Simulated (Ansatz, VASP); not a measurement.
**Al: VASP beside Ansatz**

Contents of INCAR:

```
PREC = Accurate
ENCUT = 520
EDIFF = 1E-6
ISMEAR = 0
SIGMA = 0.15
LREAL = False
LASPH = True
NELM = 100
ALGO = Fast
ISIF = 2
LWAVE = False
LCHARG = True
GGA = PE
IVDW = 12
LELF = True
LVHAR = True
NBANDS = 14
```

KPOINTS

```
Automatic mesh
0
Gamma
  18 18 4
```

Contents of POSCAR:

```
Al
1.0
    3.0114000000      0.0000000000      0.0000000000
   -1.5057000000      2.6079489009      0.0000000000
    0.0000000000      0.0000000000      9.2410470711
Al
4
Direct
    0.0000000000      0.0000000000      0.0000000000
    0.3333333333      0.6666666667      0.2500000000
    0.0000000000      0.0000000000      0.5000000000
    0.6666666667      0.3333333333      0.7500000000
```

Input for Ansatz:

```yaml
crystal:
  lattice:
    - [3.0114, 0.0, 0.0]
    - [-1.5057, 2.6079489009, 0.0]
    - [0.0, 0.0, 9.2410470711]
  atoms:
    - { symbol: Al, position: [0.0, 0.0, 0.0] }
    - { symbol: Al, position: [0.3333333333, 0.6666666667, 0.25] }
    - { symbol: Al, position: [0.0, 0.0, 0.5] }
    - { symbol: Al, position: [0.6666666667, 0.3333333333, 0.75] }
basis:
  ecutwfc: 420
kpoints:
  mp_grid: { grid: [18, 18, 4] }
hamiltonian:
  xc: pbe
  pseudopotentials: { kind: paw, azcp: { folder: soft_1 } }
  dispersion: d3bj
scf:
  occupations: { method: gaussian, width: 0.15 }
output:
  forces: true
  stress: true
  eigenvalues: true
```

Alike in both runs: task single point; functional PBE; dispersion D3(BJ); k mesh 18 × 18 × 4; occupations gaussian, width 0.15 eV; no spin polarisation.

|  | VASP | Ansatz |
| --- | --- | --- |
| version | VASP 6.6.1 | Ansatz 0.2.0 |
| potentials or method | VASP PAW PBE potentials, release 64 (Al), cutoff 520 eV | scalar-relativistic, plane waves, PAW |
| valence electrons in the cell | 12 | 12 |

```csv
,VASP,Ansatz,Ansatz less VASP
gap on the k mesh at the Fermi level (eV),none,none,-
pressure (GPa),-8.2,-8.2,0.00
"traceless stress, the component that is largest in VASP (GPa)",1.18,1.19,+0.006
```

A gap of «none» marks a metal or a gap that the smearing closes.
